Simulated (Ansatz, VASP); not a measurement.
**One calculation of MgCdSe, two programs**

```
Mg Cd Se
1.0
     2.15217   -4.04790    0.00000
     2.15217    4.04790    0.00000
     0.00000    0.00000    4.48323
Mg Cd Se
1 1 1
Direct
  0.00000 0.00000 0.00000
  0.00000 0.00000 0.50000
  0.50000 0.50000 0.00000
```

Alike in both runs: task relaxation of cell and atoms; functional PBE; k mesh 4 × 4 × 4; occupations gaussian, width 0.1 eV; no spin polarisation.

|  | VASP | Ansatz |
| --- | --- | --- |
| version | VASP 6.6.1 | Ansatz 0.2.0 |
| potentials or method | VASP PAW PBE potentials, release 64 (Mg, Cd, Se), cutoff 600 eV | scalar-relativistic, plane waves, PAW |
| valence electrons in the cell | 20 | 46 |

VASP gave:

* gap on the k mesh at the Fermi level, each at its own relaxed structure (eV): 0.21
* relaxed volume (Å³/atom): 29.24
* relaxed cell length with the largest relative difference (Å): 3.712

Question: Estimate Ansatz's values.

Answer: gap on the k mesh at the Fermi level, each at its own relaxed structure (eV): 0.22; relaxed volume (Å³/atom): 29.33; relaxed cell length with the largest relative difference (Å): 3.721.

VASP's potentials hold 20 valence electrons a cell and Ansatz's 46, so a difference there can come from the potentials and not from the codes.
